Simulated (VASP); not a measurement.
Runs of VASP 6.6.1 on InSb. The structure is that of space group R-3m (No. 166), or close to it. The cells are those of the table. 

```tsv
cell	gap on the mesh (eV)	pressure (GPa)
a = 3.986 Å, angles 75.3°, 2 atoms	none	-3.2
a = 3.902 Å, angles 82.7°, 2 atoms	none	-3.9
a = 5.975 Å, angles 33.6°, 2 atoms	none	(a)
a = 4.992 Å, angles 45.7°, 2 atoms	none	-2.8
```

Alike in all rows: task single point; level PBEsol; potentials or basis VASP PAW PBE potentials, release 64 (In_d, Sb); no spin polarisation; k mesh 16 × 16 × 16; cutoff (eV) 520; smearing gaussian 0.15 eV.

**Question.** Fill in the values left out.

**Answer.** (a) -4.1.

Caveats: the PAW data sets were made with another functional, which shifts forces and pressure a little; spin-orbit coupling is left out, which moves the levels of the heavy elements; the cell stands under tension (at least some runs).

A k mesh can miss the band edges, and the runs leave out spin-orbit coupling on In, Sb.

A gap of «none» marks levels without a gap at the run's occupations.
